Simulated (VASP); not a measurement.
Wanted: the native input for a VASP 6.6.1 run.

* Task: single point
* Functional: PBEsol
* Dispersion: D4
* Potentials or basis: VASP PAW PBE potentials, release 64 (C)
* Cutoff: 600 eV
* k mesh: 5 × 5 × 5
* Occupations: gaussian, width 0.02 eV
* Spin: no spin polarisation
* Dipole correction: no
* Further INCAR settings: ALGO = Normal; EDIFF = 1e-06; NBANDS = 11

The structure of C lies in POSCAR:

```
C
1.0
    0.0000000000      1.7833700000      1.7833700000
    1.7833700000      0.0000000000      1.7833700000
    1.7833700000      1.7833700000      0.0000000000
C
2
Direct
    0.0000000000      0.0000000000      0.0000000000
    0.2500000000      0.2500000000      0.2500000000
```

One way to write it, as run:

INCAR

```
PREC = Accurate
ENCUT = 600
EDIFF = 1E-6
ISMEAR = 0
SIGMA = 0.02
LREAL = False
LASPH = True
NELM = 120
ALGO = Normal
ISIF = 2
LWAVE = False
LCHARG = False
GGA = PS
IVDW = 13
NBANDS = 11
GGA_COMPAT = False
```

KPOINTS

```
Automatic mesh
0
Gamma
  5 5 5
```

Potentials or basis: VASP PAW PBE potentials, release 64 (C).

Run with:

```console
$ cat potpaw_PBE.64/C/POTCAR > POTCAR
$ mpirun -np 1 vasp_std > vasp.out
```

Results of the run:

```
Pressure                   : -7.2 GPa
Band gap on the k mesh     : 4.03 eV, indirect (least direct gap 5.54 eV)
Dispersion energy per atom : -0.119 eV
```

Caveat: the k points lie up to 0.61 Å⁻¹ apart; the PAW data sets were made with another functional, which shifts forces and pressure a little.

It took 3.6 s on 1 thread of Intel(R) Xeon(R) 6975P-C (Granite Rapids), on a shared host, peak memory 0.12 GiB.
